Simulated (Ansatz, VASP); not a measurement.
# Mo: VASP beside Ansatz

Contents of INCAR:

```
ALGO = Normal
DIPOL = 0.5 0.5 0.653
EDIFF = 1E-6
ENCUT = 400
GGA = PE
GGA_COMPAT = False
IDIPOL = 3
ISIF = 2
ISMEAR = 1
IVDW = 12
LASPH = True
LCHARG = True
LDIPOL = True
LELF = True
LREAL = False
LVACPOTAV = True
LVHAR = True
LWAVE = False
NBANDS = 36
NELM = 120
NELMDL = -8
PREC = Accurate
SIGMA = 0.1
```

File KPOINTS:

```
k-points
0
Gamma
  10 10 1
```

The input POSCAR:

```
Mo
1.0
    3.1805471853      0.0000000000      0.0000000000
    0.0000000000      3.1805471853      0.0000000000
    0.0000000000      0.0000000000     24.7526770487
Mo
4
Direct
    0.0000000000      0.0000000000      0.5625327008
    0.5000000000      0.5000000000      0.6204034736
    0.0000000000      0.0000000000      0.6866929105
    0.5000000000      0.5000000000      0.7405044285
```

Input for Ansatz:

```yaml
crystal:
  lattice:
    - [3.1805471853, 0.0, 0.0]
    - [0.0, 3.1805471853, 0.0]
    - [0.0, 0.0, 24.7526770487]
  atoms:
    - { symbol: Mo, position: [0.0, 0.0, 0.5625327008] }
    - { symbol: Mo, position: [0.5, 0.5, 0.6204034736] }
    - { symbol: Mo, position: [0.0, 0.0, 0.6866929105] }
    - { symbol: Mo, position: [0.5, 0.5, 0.7405044285] }
basis:
  ecutwfc: 420
kpoints:
  mp_grid: { grid: [10, 10, 1] }
hamiltonian:
  xc: pbe
  dispersion: d3bj
  pseudopotentials: { kind: paw, azcp: { folder: soft_1 } }
scf:
  occupations: { method: methfessel_paxton, width: 0.1 }
  n_extra_bands: 8
  max_iter: 160
output:
  forces: true
  eigenvalues: true
  write_density: true
  write_potential: true
  elf: true
  volumetric_format: npy
efield:
  axis: 3
  dipole_correction: true
```

Alike in both runs: task single point; functional PBE; dispersion D3(BJ); k mesh 10 × 10 × 1; occupations methfessel-paxton of order 1, width 0.1 eV; no spin polarisation.

|  | VASP | Ansatz |
| --- | --- | --- |
| version | VASP 6.6.1 | Ansatz 0.2.0 |
| potentials or method | VASP PAW PBE potentials, release 64 (Mo_sv), cutoff 400 eV | scalar-relativistic, plane waves, PAW |
| valence electrons in the cell | 56 | 56 |

VASP gave:

```
gap on the k mesh at the Fermi level (eV) : none
rms of the force components (eV/Å)        : 0.412
```

**Question.** Which values does Ansatz return?

**Answer.** gap on the k mesh at the Fermi level (eV): none; rms of the force components (eV/Å): 0.419.

Atom by atom the forces differ by 0.016 eV/Å (rms over components). A gap of «none» marks a metal or a gap that the smearing closes. Ansatz's warnings: xc potential rough in thin density.
